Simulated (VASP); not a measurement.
# Nb in VASP: further runs

Nb is run at these levels: PBEsol; tasks: single point.

Program: VASP 6.6.1. These are calculated values, not measurements. Logs are shortened: lines on timing, memory, paths and dates and some standing lists are left out, and cuts for length are marked.

**1. The cell of the first run**

It takes space group Fm-3m (No. 225, cubic). Conventional cell: a = 3.892 Å, b = 3.892 Å, c = 3.892 Å, α = 90.00°, β = 90.00°, γ = 90.00°. Nb (site symmetry m-3m) has 12 Nb at 2.75 Å within 3.6 Å.

This isn't the form of Nb at room conditions, which is bcc.

**2. Single point, PBEsol (strain -0.080 along x and y, -0.080 along z)**

File INCAR:

```
SYSTEM = Nb
PREC = Accurate ; ENCUT = 520
EDIFF = 1E-7 ; ISMEAR = 0
SIGMA = 0.15 ; LREAL = .FALSE.
LASPH = .TRUE. ; NELM = 100
ALGO = Normal ; ISIF = 2
LWAVE = .FALSE. ; LCHARG = .TRUE.
GGA = PS ; LELF = .TRUE.
LVHAR = .TRUE. ; NBANDS = 12
```

File KPOINTS:

```
regular mesh
0
G
  20 20 20
  0 0 0
```

File POSCAR:

```
Nb
1.0
    0.0000000000      1.9458000000      1.9458000000
    1.9458000000      0.0000000000      1.9458000000
    1.9458000000      1.9458000000      0.0000000000
Nb
1
Direct
    0.0000000000      0.0000000000      0.0000000000
```

Potentials or basis: VASP PAW PBE potentials, release 64 (Nb_sv).

Run with:

```console
cat potpaw_PBE.64/Nb_sv/POTCAR > POTCAR
mpirun -np 1 vasp_std > vasp.out
```

OUTCAR:

```text
SYSTEM = Nb
   PREC = Accurate
   ENCUT = 520
   EDIFF = 1E-7
   ISMEAR = 0
   LREAL = .FALSE.
   LASPH = .TRUE.
   NELM = 100
   ISIF = 2
   GGA = PS

 ion  position               nearest neighbor table
   1  0.000  0.000  0.000-

  LATTYP: Found a face centered cubic cell.
 ALAT       =     3.8916000000

  Lattice vectors:

 A1 = (   0.0000000000,   1.9458000000,   1.9458000000)
 A2 = (   1.9458000000,   0.0000000000,   1.9458000000)
 A3 = (   1.9458000000,   1.9458000000,   0.0000000000)

Analysis of symmetry for initial positions (statically):
=====================================================================
 Subroutine PRICEL returns:
 Original cell was already a primitive cell.

 Routine SETGRP: Setting up the symmetry group for a
 face centered cubic supercell.

 Subroutine GETGRP returns: Found 48 space group operations
 (whereof 48 operations were pure point group operations)
 out of a pool of 48 trial point group operations.

The static configuration has the point symmetry O_h .

Analysis of symmetry for dynamics (positions and initial velocities):
=====================================================================
 Subroutine PRICEL returns:
 Original cell was already a primitive cell.

 Routine SETGRP: Setting up the symmetry group for a
 face centered cubic supercell.

 Subroutine GETGRP returns: Found 48 space group operations
 (whereof 48 operations were pure point group operations)
 out of a pool of 48 trial point group operations.

The dynamic configuration has the point symmetry O_h .

 Subroutine INISYM returns: Found 48 space group operations
 (whereof 48 operations are pure point group operations),
 and found     1 'primitive' translations

----------------------------------------------------------------------------------------

                                     Primitive cell

  volume of cell :      14.7341

  direct lattice vectors                    reciprocal lattice vectors
     0.000000000  1.945800000  1.945800000    -0.256963717  0.256963717  0.256963717
     1.945800000  0.000000000  1.945800000     0.256963717 -0.256963717  0.256963717
     1.945800000  1.945800000  0.000000000     0.256963717  0.256963717 -0.256963717

  length of vectors
     2.751776750  2.751776750  2.751776750     0.445074213  0.445074213  0.445074213

  position of ions in fractional coordinates (direct lattice)
     0.000000000  0.000000000  0.000000000

  ion indices of the primitive-cell ions
   primitive index   ion index
                 1           1

----------------------------------------------------------------------------------------

 KPOINTS: regular mesh

Automatic generation of k-mesh.
 Grid dimensions read from file:
 generate k-points for:   20   20   20

 Generating k-lattice:

  Cartesian coordinates                     Fractional coordinates (reciprocal lattice)
    -0.012848186  0.012848186  0.012848186     0.050000000  0.000000000  0.000000000
     0.012848186 -0.012848186  0.012848186     0.000000000  0.050000000  0.000000000
     0.012848186  0.012848186 -0.012848186     0.000000000  0.000000000  0.050000000

  Length of vectors
     0.022253711  0.022253711  0.022253711

  Shift w.r.t. Gamma in fractional coordinates (k-lattice)
     0.000000000  0.000000000  0.000000000

 Subroutine IBZKPT returns following result:
 ===========================================

 Found    256 irreducible k-points:

 Following reciprocal coordinates:
            Coordinates               Weight
  0.000000  0.000000  0.000000      1.000000
  0.050000  0.000000  0.000000      8.000000
  0.100000  0.000000  0.000000      8.000000
  0.150000  0.000000  0.000000      8.000000
  0.200000  0.000000  0.000000      8.000000
  0.250000  0.000000  0.000000      8.000000
[... 16 lines left out ...]
 -0.400000  0.050000  0.000000     24.000000
 -0.350000  0.050000  0.000000     24.000000
 [... further k-points ...]
   k-points           NKPTS =    256   k-points in BZ     NKDIM =    256   number of bands    NBANDS=     12
   number of dos      NEDOS =    301   number of ions     NIONS =      1
   total plane-waves  NPLWV =   8000
   dimension x,y,z NGX =    20 NGY =   20 NGZ =   20
   dimension x,y,z NGXF=    40 NGYF=   40 NGZF=   40
   ions per type =               1
   NGX,Y,Z   is equivalent  to a cutoff of  12.08, 12.08, 12.08 a.u.
   NGXF,Y,Z  is equivalent  to a cutoff of  24.17, 24.17, 24.17 a.u.
 SYSTEM =  Nb
   PREC   = accura    normal or accurate (medium, high low for compatibility)
   ISTART =      0    job   : 0-new  1-cont  2-samecut
   ICHARG =      2    charge: 1-file 2-atom 10-const
   ISPIN  =      1    spin polarized calculation?
   LNONCOLLINEAR =      F non collinear calculations
   LSORBIT =      F    spin-orbit coupling
   LASPH  =      T    aspherical Exc in radial PAW
   ENCUT  =  520.0 eV  38.22 Ry    6.18 a.u.   5.12  5.12  5.12*2*pi/ulx,y,z
   NELM   =    100;   NELMIN=  2; NELMDL= -5     # of ELM steps
   EDIFF  = 0.1E-06   stopping-criterion for ELM
   LREAL  =      F    real-space projection
   EDIFFG = 0.1E-05   stopping-criterion for IOM
   NSW    =      0    number of steps for IOM
   IBRION =     -1    ionic relax: 0-MD 1-quasi-New 2-CG
   NFREE  =      0    steps in history (QN), initial steepest desc. (CG)
   ISIF   =      2    stress and relaxation
   ISYM   =      2    0-nonsym 1-usesym 2-fastsym
   POTIM  = 0.5000    time-step for ionic-motion
   TEBEG  =    0.0;   TEEND  =   0.0 temperature during run
   PSTRESS=    0.0 pullay stress
   NELECT =      13.0000    total number of electrons
   NUPDOWN=      -1.0000    fix difference up-down
   EMIN   =  10.00;   EMAX   =-10.00  energy-range for DOS
   EFERMI =   0.00;   METHOD = LEGACY
   ISMEAR =     0;   SIGMA  =   0.15  broadening in eV -4-tet -1-fermi 0-gaus
   EFERMI_NEDOS =   21; number of points for ismear=-14 and -15
   IALGO  =     38    algorithm
   IMIX   =      4    mixing-type and parameters
     AMIX     =   0.40;   BMIX     =  1.00
     AMIX_MAG =   1.60;   BMIX_MAG =  1.00
  volume/ion in A,a.u.               =      14.73        99.43
  Fermi-wavevector in a.u.,A,eV,Ry     =   1.570174  2.967198 33.544430  2.465446
  Thomas-Fermi vector in A             =   2.671947
   LORBIT       =      0    0 simple, 1 ext, 2 COOP (PROOUT), +10 PAW based schemes
   GGA     = PS    functional components
   LHFCALC =     F    Hartree Fock is set to
   AEXX    =    0.0000 exact exchange contribution
   IVDW    =     0    specifies the selected vdW correction
   LEPSILON=     F    determine dielectric tensor
   LRPA    =     F    only Hartree local field effects (RPA)
 non-spin polarized calculation
 Gauss-broadening in eV      SIGMA  =   0.15
  energy-cutoff  :      520.00
  volume of cell :       14.73
 maximum number of plane-waves:       415
   NGX = 11   NGY = 11   NGZ = 11

 number of electron      13.0000001 magnetization

 Free energy of the ion-electron system (eV)
  ---------------------------------------------------
  ext. energy  EPLUGINS =         0.00000000
  ---------------------------------------------------
  free energy    TOTEN  =       -10.14584100 eV

  energy without entropy =      -10.13148535  energy(sigma->0) =      -10.13866318

 E-fermi :  14.5730     XC(G=0): -13.7064

 val. band max:       14.5605712660   @ k =   0.4500   0.1000   0.0500
 cond. band min:      14.5881742189   @ k =  -0.0500   0.0500   0.0000
 fundamental gap:      0.0276029528
 Fermi energy:        14.5730195900

 k-point     1 :       0.0000    0.0000    0.0000
  band No.  band energies     occupation
      1     -40.0576      2.00000
      2     -14.7748      2.00000
      3     -14.7748      2.00000
      4     -14.7748      2.00000
      5       7.8960      2.00000
      6      14.3924      1.91144
      7      14.3924      1.91144
      8      14.3924      1.91144
      9      18.0040      0.00000
     10      18.0040      0.00000
     11      26.5137      0.00000
     12      32.4079      0.00000

 k-point     2 :       0.0500    0.0000    0.0000
  band No.  band energies     occupation
      1     -40.0457      2.00000
      2     -14.8433      2.00000
      3     -14.7827      2.00000
      4     -14.7827      2.00000
      5       8.0228      2.00000
      6      14.2881      1.99277
      7      14.4517      1.74725
      8      14.4517      1.74725
      9      17.9387      0.00000
     10      17.9387      0.00000
     11      26.7771      0.00000
     12      31.9370      0.00000

 k-point     3 :       0.1000    0.0000    0.0000
  band No.  band energies     occupation
      1     -40.0112      2.00000
      2     -15.0394      2.00000
      3     -14.8054      2.00000
      4     -14.8054      2.00000
      5       8.3829      2.00000
      6      14.0235      2.00000
      7      14.6112      0.71899
      8      14.6112      0.71899
      9      17.7810      0.00000
     10      17.7810      0.00000
     11      27.4943      0.00000
     12      30.9720      0.00000
[... 286 lines left out ...]
 k-point    23 :      -0.4000    0.0500    0.0000
  band No.  band energies     occupation
      1     -39.5795      2.00000
      2     -17.1090      2.00000
      3     -15.1302      2.00000
      4     -15.0586      2.00000
      5       9.8919      2.00000
      6      14.0816      2.00000
      7      14.2796      1.99433
      8      16.2382      0.00000
      9      19.9298      0.00000
     10      20.8481      0.00000
     11      26.4338      0.00000
     12      30.1071      0.00000

 k-point    24 :      -0.3500    0.0500    0.0000
  band No.  band energies     occupation
      1     -39.6309      2.00000
      2     -16.8851      2.00000
      3     -15.1079      2.00000
      4     -15.0195      2.00000
      5      10.0124      2.00000
      6      14.2837      1.99362
      7      14.4445      1.77430
      8      15.3740      0.00000
      9      19.1493      0.00000
     10      20.2502      0.00000
     11      26.5092      0.00000
     12      31.5542      0.00000

 [... further k-points ...]
[... 5 lines left out ...]
  --------------------------------------------------------------------------------------
  -------------------------------------------------------------------------------------
  Total        4.7309184      4.7309184      4.7309184     -0.0000000     -0.0000000      0.0000000
  in kB      514.4361092    514.4361092    514.4361092     -0.0000000     -0.0000000      0.0000000
  external PRESSURE =     514.4361092 kB  Pullay stress =       0.0000000 kB

 VOLUME and BASIS-vectors are now :
 -----------------------------------------------------------------------------
  energy-cutoff  :      520.00
  volume of cell :       14.73
      direct lattice vectors                 reciprocal lattice vectors
     0.000000000  1.945800000  1.945800000    -0.256963717  0.256963717  0.256963717
     1.945800000  0.000000000  1.945800000     0.256963717 -0.256963717  0.256963717
     1.945800000  1.945800000  0.000000000     0.256963717  0.256963717 -0.256963717

 POSITION                                       TOTAL-FORCE (eV/Angst)
 -----------------------------------------------------------------------------------
      0.00000      0.00000      0.00000        -0.000000      0.000000      0.000000
 -----------------------------------------------------------------------------------
    total drift:                                0.000000      0.000000      0.000000

  FREE ENERGIE OF THE ION-ELECTRON SYSTEM (eV)
  ---------------------------------------------------
  free  energy   TOTEN  =       -10.1458410027 eV

  energy  without entropy=      -10.1314853540  energy(sigma->0) =      -10.13866318
```

Run time: 34 s. Hardware: 1 thread of Intel Xeon Platinum 8559C (Emerald Rapids), shared host; peak memory 0.16 GiB.

Results:

```yaml
Free_energy: -10.1458 eV
Pressure: 51.4 GPa
Band_gap_on_the_k_mesh: zero (an odd number of electrons rules out a gap without spin polarisation)
```

Caveat: the cell differs from its parent crystal (strain -0.080 along x and y, -0.080 along z); the cell stands under pressure; the PAW data sets were made with another functional, which shifts forces and pressure a little.

**3. Single point, PBEsol (strain -0.040 along x and y, -0.040 along z)**

File INCAR:

```
SYSTEM = Nb
PREC     = Accurate       ! precision mode
ENCUT    = 520            ! plane-wave cutoff, eV
EDIFF    = 1E-6           ! SCF threshold, eV
ISMEAR   = 0              ! smearing method
SIGMA    = 0.15           ! smearing width, eV
LREAL    = .FALSE.        ! projectors in reciprocal space
LASPH    = .TRUE.         ! aspherical terms in the spheres
NELM     = 80             ! most SCF steps
ALGO     = Normal         ! electronic algorithm
ISIF     = 2              ! what is computed and relaxed
LWAVE    = .FALSE.        ! write WAVECAR
LCHARG   = .TRUE.         ! write CHGCAR
GGA      = PS             ! functional
LELF     = .TRUE.         ! ELF
LVHAR    = .TRUE.       
NBANDS   = 12             ! bands
```

File KPOINTS:

```
Automatic mesh
0
G
  20 20 20
  0 0 0
```

File POSCAR:

```
Nb
1.0
    0.0000000000      2.0304000000      2.0304000000
    2.0304000000      0.0000000000      2.0304000000
    2.0304000000      2.0304000000      0.0000000000
Nb
1
Direct
    0.0000000000      0.0000000000      0.0000000000
```

Potentials or basis: VASP PAW PBE potentials, release 64 (Nb_sv).

Run with:

```console
cat potpaw_PBE.64/Nb_sv/POTCAR > POTCAR
mpirun -np 1 vasp_std > vasp.out
```

OUTCAR:

```text
SYSTEM = Nb
   PREC = Accurate
   ENCUT = 520
   EDIFF = 1E-6
   ISMEAR = 0
   LREAL = .FALSE.
   LASPH = .TRUE.
   NELM = 80
   ISIF = 2
   GGA = PS

 ion  position               nearest neighbor table
   1  0.000  0.000  0.000-

  LATTYP: Found a face centered cubic cell.
 ALAT       =     4.0608000000

  Lattice vectors:

 A1 = (   0.0000000000,   2.0304000000,   2.0304000000)
 A2 = (   2.0304000000,   0.0000000000,   2.0304000000)
 A3 = (   2.0304000000,   2.0304000000,   0.0000000000)

Analysis of symmetry for initial positions (statically):
=====================================================================
 Subroutine PRICEL returns:
 Original cell was already a primitive cell.

 Routine SETGRP: Setting up the symmetry group for a
 face centered cubic supercell.

 Subroutine GETGRP returns: Found 48 space group operations
 (whereof 48 operations were pure point group operations)
 out of a pool of 48 trial point group operations.

The static configuration has the point symmetry O_h .

Analysis of symmetry for dynamics (positions and initial velocities):
=====================================================================
 Subroutine PRICEL returns:
[... 161 lines left out ...]
 Fermi energy:        12.5031110450

 k-point     1 :       0.0000    0.0000    0.0000
  band No.  band energies     occupation
      1     -42.0978      2.00000
      2     -17.2460      2.00000
      3     -17.2460      2.00000
      4     -17.2460      2.00000
      5       5.9972      2.00000
      6      12.5052      0.98463
      7      12.5052      0.98463
      8      12.5052      0.98463
      9      15.5453      0.00000
     10      15.5453      0.00000
     11      24.4249      0.00000
     12      29.6863      0.00000
[... 331 lines left out ...]
 k-point    24 :      -0.3500    0.0500    0.0000
  band No.  band energies     occupation
      1     -41.8364      2.00000
      2     -18.6878      2.00000
      3     -17.4765      2.00000
      4     -17.4174      2.00000
      5       8.3814      2.00000
      6      12.4214      1.55909
      7      12.5701      0.52793
      8      12.8526      0.00099
      9      16.5450      0.00000
     10      17.4301      0.00000
     11      24.1033      0.00000
     12      27.4916      0.00000

 [... further k-points ...]
[... 5 lines left out ...]
  --------------------------------------------------------------------------------------
  -------------------------------------------------------------------------------------
  Total        1.6436110      1.6436110      1.6436110      0.0000000     -0.0000000     -0.0000000
  in kB      157.3022041    157.3022041    157.3022041      0.0000000     -0.0000000     -0.0000000
  external PRESSURE =     157.3022041 kB  Pullay stress =       0.0000000 kB

 VOLUME and BASIS-vectors are now :
 -----------------------------------------------------------------------------
  energy-cutoff  :      520.00
  volume of cell :       16.74
      direct lattice vectors                 reciprocal lattice vectors
     0.000000000  2.030400000  2.030400000    -0.246256895  0.246256895  0.246256895
     2.030400000  0.000000000  2.030400000     0.246256895 -0.246256895  0.246256895
     2.030400000  2.030400000  0.000000000     0.246256895  0.246256895 -0.246256895

 POSITION                                       TOTAL-FORCE (eV/Angst)
 -----------------------------------------------------------------------------------
      0.00000      0.00000      0.00000         0.000000      0.000000      0.000000
 -----------------------------------------------------------------------------------
    total drift:                                0.000000      0.000000      0.000000

  FREE ENERGIE OF THE ION-ELECTRON SYSTEM (eV)
  ---------------------------------------------------
  free  energy   TOTEN  =       -10.5501435764 eV

  energy  without entropy=      -10.5343390054  energy(sigma->0) =      -10.54224129
```

OSZICAR:

```text
N       E                     dE             d eps       ncg     rms          rms(c)
DAV:   1     0.117213501197E+03    0.11721E+03   -0.73068E+03  6200   0.109E+03
DAV:   2    -0.631460850807E+01   -0.12353E+03   -0.11900E+03  6636   0.394E+02
DAV:   3    -0.106731084311E+02   -0.43585E+01   -0.41499E+01  8792   0.653E+01
DAV:   4    -0.109656325537E+02   -0.29252E+00   -0.29030E+00  8632   0.149E+01
DAV:   5    -0.109761127862E+02   -0.10480E-01   -0.10472E-01  8964   0.233E+00    0.804E+00
DAV:   6    -0.105928997890E+02    0.38321E+00   -0.58717E-01  9808   0.974E+00    0.294E+00
DAV:   7    -0.105449749412E+02    0.47925E-01   -0.19430E-01 10100   0.554E+00    0.994E-01
DAV:   8    -0.105500663372E+02   -0.50914E-02   -0.14546E-02  7160   0.159E+00    0.284E-02
DAV:   9    -0.105501267933E+02   -0.60456E-04   -0.92896E-04 10072   0.284E-01    0.448E-02
DAV:  10    -0.105501459210E+02   -0.19128E-04   -0.21456E-05  7444   0.554E-02    0.207E-02
DAV:  11    -0.105501435723E+02    0.23487E-05   -0.11167E-05  7956   0.575E-02    0.294E-03
DAV:  12    -0.105501435764E+02   -0.41055E-08   -0.78152E-07  6308   0.634E-03
   1 F= -.10550144E+02 E0= -.10542241E+02  d E =-.158046E-01
```

stdout:

```text
POSCAR found type information on POSCAR Nb
 POSCAR found :  1 types and       1 ions
 scaLAPACK will be used
 -----------------------------------------------------------------------------
|                                                                             |
|                                                                             |
|     You enforced a specific xc type in the INCAR file but a different       |
|     I HOPE YOU KNOW WHAT YOU ARE DOING!                                     |
|                                                                             |
 -----------------------------------------------------------------------------

 LDA part: xc-table for (Slater+PW92), standard interpolation
 POSCAR, INCAR and KPOINTS ok, starting setup
 FFT: planning ... GRIDC
 FFT: planning ... GRID_SOFT
 FFT: planning ... GRID
 WAVECAR not read
 entering main loop
```

Wall time 26 s (1 thread of Intel Xeon Platinum 8559C (Emerald Rapids), shared host); peak memory 0.17 GiB.

Results:

| Property | Result |
| --- | --- |
| Free energy | -10.5501 eV |
| Pressure | 15.7 GPa |
| Band gap on the k mesh | zero (an odd number of electrons rules out a gap without spin polarisation) |

Caveat: the cell differs from its parent crystal (strain -0.040 along x and y, -0.040 along z); the cell stands under pressure; the PAW data sets were made with another functional, which shifts forces and pressure a little.

(Part 1 of 2 ends here.)

The gap in the log of VASP goes by the Fermi energy; the results here count the filled bands.